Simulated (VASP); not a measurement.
# BaAs (Pm-3m) in VASP: further runs

Aim: see how the results for BaAs move with the level of theory and the settings. Levels: PBEsol, r2SCAN. Tasks: single point.

All numbers are computed with VASP 6.6.1; they aren't measurements. Logs are shortened: lines on timing, memory, paths and dates and some standing lists are left out, and cuts for length are marked.

### 1 The cell of the first run

Symmetry: Pm-3m, No. 221, cubic system. The conventional cell has a = 4.025 Å, b = 4.025 Å, c = 4.025 Å, α = 90.00°, β = 90.00°, γ = 90.00°. Ba (site symmetry m-3m) has 8 As at 3.49 Å and 6 Ba at 4.02 Å within 4.6 Å. Within 4.6 Å of As (site symmetry m-3m) lie 8 Ba at 3.49 Å and 6 As at 4.02 Å.

### 2 Single point, PBEsol, non-collinear spin, zero start, spin-orbit coupling

File INCAR:

```
PREC = Accurate
ENCUT = 520
EDIFF = 1E-7
ISMEAR = 0
SIGMA = 0.05
LREAL = False
LASPH = True
NELM = 150
ALGO = Normal
ISIF = 2
LWAVE = False
LCHARG = False
MAGMOM = 0 0 0 0 0 0
LORBIT = 11
LSORBIT = True
GGA_COMPAT = False
LORBMOM = True
GGA = PS
NBANDS = 27
```

File KPOINTS:

```
regular mesh
0
Gamma
  6 6 6
```

File POSCAR:

```
BaAs
1.0
    4.0245855900      0.0000000000      0.0000000000
    0.0000000000      4.0245855900      0.0000000000
    0.0000000000      0.0000000000      4.0245855900
Ba As
1 1
Direct
    0.0000000000      0.0000000000      0.0000000000
    0.5000000000      0.5000000000      0.5000000000
```

Potentials or basis: VASP PAW PBE potentials, release 64 (Ba_sv, As).

Started as:

```sh
> cat potpaw_PBE.64/Ba_sv/POTCAR potpaw_PBE.64/As/POTCAR > POTCAR
> mpirun -np 1 vasp_ncl > vasp.out
```

OUTCAR:

```text
PREC = Accurate
   ENCUT = 520
   EDIFF = 1E-7
   ISMEAR = 0
   LREAL = False
   LASPH = True
   NELM = 150
   ISIF = 2
   LORBIT = 11
   LSORBIT = True
   GGA = PS

 ion  position               nearest neighbor table
   1  0.000  0.000  0.000-   2 3.49   2 3.49   2 3.49   2 3.49   2 3.49   2 3.49   2 3.49   2 3.49

   2  0.500  0.500  0.500-   1 3.49   1 3.49   1 3.49   1 3.49   1 3.49   1 3.49   1 3.49   1 3.49

  LATTYP: Found a simple cubic cell.
 ALAT       =     4.0245855900

  Lattice vectors:

 A1 = (   4.0245855900,   0.0000000000,   0.0000000000)
 A2 = (   0.0000000000,   4.0245855900,   0.0000000000)
 A3 = (   0.0000000000,   0.0000000000,   4.0245855900)

Analysis of symmetry for initial positions (statically):
=====================================================================
 Subroutine PRICEL returns:
 Original cell was already a primitive cell.

 Routine SETGRP: Setting up the symmetry group for a
 simple cubic supercell.

 Subroutine GETGRP returns: Found 48 space group operations
 (whereof 48 operations were pure point group operations)
 out of a pool of 48 trial point group operations.

The static configuration has the point symmetry O_h .

Analysis of symmetry for dynamics (positions and initial velocities):
=====================================================================
 Subroutine PRICEL returns:
 Original cell was already a primitive cell.

 Routine SETGRP: Setting up the symmetry group for a
 simple cubic supercell.

 Subroutine GETGRP returns: Found 48 space group operations
 (whereof 48 operations were pure point group operations)
 out of a pool of 48 trial point group operations.

The dynamic configuration has the point symmetry O_h .

Analysis of structural, dynamic, and magnetic symmetry:
=====================================================================
 Subroutine PRICEL returns:
 Original cell was already a primitive cell.

 Routine SETGRP: Setting up the symmetry group for a
 simple cubic supercell.

 Subroutine GETGRP returns: Found 48 space group operations
 (whereof 48 operations were pure point group operations)
 out of a pool of 48 trial point group operations.

The overall configuration has the point symmetry O_h .

 Subroutine INISYM returns: Found 48 space group operations
 (whereof 48 operations are pure point group operations),
 and found     1 'primitive' translations

----------------------------------------------------------------------------------------

                                     Primitive cell

  volume of cell :      65.1874

  direct lattice vectors                    reciprocal lattice vectors
     4.024585590  0.000000000  0.000000000     0.248472787  0.000000000  0.000000000
     0.000000000  4.024585590  0.000000000     0.000000000  0.248472787  0.000000000
     0.000000000  0.000000000  4.024585590     0.000000000  0.000000000  0.248472787

  length of vectors
     4.024585590  4.024585590  4.024585590     0.248472787  0.248472787  0.248472787

  position of ions in fractional coordinates (direct lattice)
     0.000000000  0.000000000  0.000000000
     0.500000000  0.500000000  0.500000000

  ion indices of the primitive-cell ions
   primitive index   ion index
                 1           1
                 2           2

----------------------------------------------------------------------------------------

 KPOINTS: regular mesh

Automatic generation of k-mesh.
 Grid dimensions read from file:
 generate k-points for:    6    6    6

 Generating k-lattice:

  Cartesian coordinates                     Fractional coordinates (reciprocal lattice)
     0.041412131  0.000000000  0.000000000     0.166666667  0.000000000  0.000000000
     0.000000000  0.041412131  0.000000000     0.000000000  0.166666667  0.000000000
     0.000000000  0.000000000  0.041412131     0.000000000  0.000000000  0.166666667

  Length of vectors
     0.041412131  0.041412131  0.041412131

  Shift w.r.t. Gamma in fractional coordinates (k-lattice)
     0.000000000  0.000000000  0.000000000

 Subroutine IBZKPT returns following result:
 ===========================================

 Found     20 irreducible k-points:

 Following reciprocal coordinates:
            Coordinates               Weight
  0.000000  0.000000  0.000000      1.000000
  0.166667  0.000000  0.000000      6.000000
  0.333333  0.000000  0.000000      6.000000
  0.500000  0.000000  0.000000      3.000000
  0.166667  0.166667  0.000000     12.000000
  0.333333  0.166667  0.000000     24.000000
[... 12 lines left out ...]
  0.500000  0.500000  0.333333      6.000000
  0.500000  0.500000  0.500000      1.000000
[... 25 lines left out ...]
   ISYM   =      2    0-nonsym 1-usesym 2-fastsym
   POTIM  = 0.5000    time-step for ionic-motion
   TEBEG  =    0.0;   TEEND  =   0.0 temperature during run
   PSTRESS=    0.0 pullay stress
   NELECT =      15.0000    total number of electrons
   NUPDOWN=      -1.0000    fix difference up-down
   EMIN   =  10.00;   EMAX   =-10.00  energy-range for DOS
   EFERMI =   0.00;   METHOD = LEGACY
   ISMEAR =     0;   SIGMA  =   0.05  broadening in eV -4-tet -1-fermi 0-gaus
   EFERMI_NEDOS =   21; number of points for ismear=-14 and -15
   IALGO  =     38    algorithm
   IMIX   =      4    mixing-type and parameters
     AMIX     =   0.40;   BMIX     =  1.00
     AMIX_MAG =   1.60;   BMIX_MAG =  1.00
  volume/ion in A,a.u.               =      32.59       219.95
  Fermi-wavevector in a.u.,A,eV,Ry     =   1.003192  1.895758 13.692826  1.006394
  Thomas-Fermi vector in A             =   2.135728
   LORBIT       =     11    0 simple, 1 ext, 2 COOP (PROOUT), +10 PAW based schemes
   GGA     = PS    functional components
   LHFCALC =     F    Hartree Fock is set to
   AEXX    =    0.0000 exact exchange contribution
   IVDW    =     0    specifies the selected vdW correction
   LEPSILON=     F    determine dielectric tensor
   LRPA    =     F    only Hartree local field effects (RPA)
 Gauss-broadening in eV      SIGMA  =   0.05
  energy-cutoff  :      520.00
  volume of cell :       65.19
 maximum number of plane-waves:      3550
 NGX is ok and might be reduce to    30
   NGX = 15   NGY = 15   NGZ = 15

 number of electron      15.0000000 magnetization       0.0000000      0.0000000      0.0000000

 number of electron      15.0000000 magnetization       0.0000000     -0.0000000     -0.0000000

 number of electron      15.0000000 magnetization      -0.0000000      0.0000000      0.0000000

 Free energy of the ion-electron system (eV)
  ---------------------------------------------------
  ext. energy  EPLUGINS =         0.00000000
  ---------------------------------------------------
  free energy    TOTEN  =        -9.06594960 eV

  energy without entropy =       -9.06527142  energy(sigma->0) =       -9.06561051

 E-fermi :   2.6490     XC(G=0):  -9.2492

 val. band max:        2.5960538280   @ k =   0.3333   0.0000   0.0000
 cond. band min:       2.7102433083   @ k =   0.5000   0.1667   0.0000
 fundamental gap:      0.1141894803
 Fermi energy:         2.6489916755

 k-point     1 :       0.0000    0.0000    0.0000
  band No.  band energies     occupation
      1     -24.8733      1.00000
      2     -24.8733      1.00000
      3     -11.1628      1.00000
      4     -11.1628      1.00000
      5      -9.1884      1.00000
      6      -9.1884      1.00000
[... 589 lines left out ...]
     26      10.1181      0.00000
     27      10.1184      0.00000

------------------------ aborting loop because EDIFF is reached ----------------------------------------

  FORCE on cell =-STRESS in cart. coord.  units (eV):
  Direction    XX          YY          ZZ          XY          YZ          ZX
  --------------------------------------------------------------------------------------
  -------------------------------------------------------------------------------------
  Total       -0.6798501     -0.6798501     -0.6798501      0.0000000     -0.0000000      0.0000000
  in kB      -16.7093760    -16.7093760    -16.7093760      0.0000000     -0.0000000      0.0000000
  external PRESSURE =     -16.7093760 kB  Pullay stress =       0.0000000 kB

 VOLUME and BASIS-vectors are now :
 -----------------------------------------------------------------------------
  energy-cutoff  :      520.00
  volume of cell :       65.19
      direct lattice vectors                 reciprocal lattice vectors
     4.024585590  0.000000000  0.000000000     0.248472787  0.000000000  0.000000000
     0.000000000  4.024585590  0.000000000     0.000000000  0.248472787  0.000000000
     0.000000000  0.000000000  4.024585590     0.000000000  0.000000000  0.248472787

 POSITION                                       TOTAL-FORCE (eV/Angst)
 -----------------------------------------------------------------------------------
      0.00000      0.00000      0.00000         0.000000      0.000000      0.000000
      2.01229      2.01229      2.01229         0.000000      0.000000      0.000000
 -----------------------------------------------------------------------------------
    total drift:                                0.000000      0.000000      0.000000

  FREE ENERGIE OF THE ION-ELECTRON SYSTEM (eV)
  ---------------------------------------------------
  free  energy   TOTEN  =        -9.0659496014 eV

  energy  without entropy=       -9.0652714160  energy(sigma->0) =       -9.06561051

 orbital moment (x)

 # of ion     p       d       tot
 ----------------------------------------
  1         0.000  -0.000  -0.000
  2         0.000  -0.000  -0.000
 ----------------------------------------
            0.000  -0.000  -0.000

 orbital moment (y)

 # of ion     p       d       tot
 ----------------------------------------
  1         0.000  -0.000  -0.000
  2         0.000  -0.000  -0.000
 ----------------------------------------
            0.000  -0.000  -0.000

 orbital moment (z)

 # of ion     p       d       tot
 ----------------------------------------
  1         0.000   0.000   0.000
  2         0.000   0.000   0.000
 ----------------------------------------
            0.000   0.000   0.000

 Spin-Orbit-Coupling matrix elements

 Ion:    1  E_soc:     -0.4010004
 l=   1
     0.0000000    -0.0664734    -0.0664734
    -0.0664734     0.0000000    -0.0664734
    -0.0664734    -0.0664734     0.0000000
 l=   2
     0.0000000    -0.0001794     0.0000000    -0.0001794    -0.0001807
    -0.0001794     0.0000000    -0.0001355    -0.0001794    -0.0000452
     0.0000000    -0.0001355     0.0000000    -0.0001355     0.0000000
    -0.0001794    -0.0001794    -0.0001355     0.0000000    -0.0000452
    -0.0001807    -0.0000452     0.0000000    -0.0000452     0.0000000
 l=   3
     0.0000000     0.0000000     0.0000000     0.0000000     0.0000000     0.0000000     0.0000000
     0.0000000     0.0000000     0.0000000     0.0000000     0.0000000     0.0000000     0.0000000
     0.0000000     0.0000000     0.0000000     0.0000000     0.0000000     0.0000000     0.0000000
     0.0000000     0.0000000     0.0000000     0.0000000     0.0000000     0.0000000     0.0000000
     0.0000000     0.0000000     0.0000000     0.0000000     0.0000000     0.0000000     0.0000000
     0.0000000     0.0000000     0.0000000     0.0000000     0.0000000     0.0000000     0.0000000
     0.0000000     0.0000000     0.0000000     0.0000000     0.0000000     0.0000000     0.0000000

 Ion:    2  E_soc:     -0.0425574
 l=   1
     0.0000000    -0.0070938    -0.0070938
    -0.0070938     0.0000000    -0.0070938
    -0.0070938    -0.0070938     0.0000000
 l=   2
     0.0000000    -0.0000004     0.0000000    -0.0000004     0.0000013
    -0.0000004     0.0000000     0.0000010    -0.0000004     0.0000003
     0.0000000     0.0000010     0.0000000     0.0000010     0.0000000
    -0.0000004    -0.0000004     0.0000010     0.0000000     0.0000003
     0.0000013     0.0000003     0.0000000     0.0000003     0.0000000
 l=   3
     0.0000000     0.0000000     0.0000000     0.0000000     0.0000000     0.0000000     0.0000000
     0.0000000     0.0000000     0.0000000     0.0000000     0.0000000     0.0000000     0.0000000
     0.0000000     0.0000000     0.0000000     0.0000000     0.0000000     0.0000000     0.0000000
     0.0000000     0.0000000     0.0000000     0.0000000     0.0000000     0.0000000     0.0000000
     0.0000000     0.0000000     0.0000000     0.0000000     0.0000000     0.0000000     0.0000000
     0.0000000     0.0000000     0.0000000     0.0000000     0.0000000     0.0000000     0.0000000
     0.0000000     0.0000000     0.0000000     0.0000000     0.0000000     0.0000000     0.0000000

 total charge

# of ion       s       p       d       tot
------------------------------------------
    1        2.018   5.577   0.312   7.908
    2        1.255   1.435   0.006   2.696
--------------------------------------------------
tot          3.273   7.013   0.319  10.604

 magnetization (x)

# of ion       s       p       d       tot
------------------------------------------
    1        0.000   0.000   0.000   0.000
    2        0.000   0.000  -0.000   0.000
--------------------------------------------------
tot          0.000   0.000  -0.000   0.000

 magnetization (y)

# of ion       s       p       d       tot
------------------------------------------
    1       -0.000   0.000  -0.000  -0.000
    2       -0.000  -0.000  -0.000  -0.000
--------------------------------------------------
tot         -0.000  -0.000  -0.000  -0.000

 magnetization (z)

# of ion       s       p       d       tot
------------------------------------------
    1        0.000   0.000   0.000   0.000
    2       -0.000  -0.000  -0.000  -0.000
--------------------------------------------------
tot          0.000   0.000   0.000   0.000
```

Wall time 31 s (1 thread of Intel Xeon 6975P-C (Granite Rapids), shared host); peak memory 0.3 GiB.

Results:

| Quantity | Value |
| --- | --- |
| Free energy | -9.0659 eV |
| Pressure | -1.7 GPa |
| Net moment | 0.00 μB per cell |
| Valence electrons inside the program's atomic spheres | Ba 7.91; As 2.70 |

Moments on the atoms (μB; x, y, z):
```
Ba  0.00 0.00 0.00
As  0.00 0.00 0.00
```

Caveat: the PAW data sets were made with another functional, which shifts forces and pressure a little.

(Continued in part 2 of 2.)
